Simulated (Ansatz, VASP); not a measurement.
# V in VASP and in Ansatz

```
V
1.0
    -1.47989    1.47989    1.47989
     1.47989   -1.47989    1.47989
     1.47989    1.47989   -1.47989
V
1
Direct
  0.00000 0.00000 0.00000
```

Alike in both runs: functional PBEsol; k mesh 15 × 15 × 15; occupations fermi-dirac, width 0.1 eV; no spin polarisation.

Ansatz relaxed the structure, and its values are those at the end. VASP's run is a single point on that final structure, the one shown.

|  | VASP | Ansatz |
| --- | --- | --- |
| version | VASP 6.6.1 | Ansatz 0.2.0 |
| potentials or method | VASP PAW PBE potentials, release 64 (V_sv), cutoff 520 eV | plane waves (420 eV) with PAW, scalar-relativistic |
| valence electrons in the cell | 13 | 13 |

|  | VASP | Ansatz | Ansatz less VASP |
| --- | --- | --- | --- |
| pressure (GPa) | 0.2 | 0.0 | -0.19 |

VASP's potentials were made for PBE, not for PBEsol, and Ansatz warns of the same on its side.
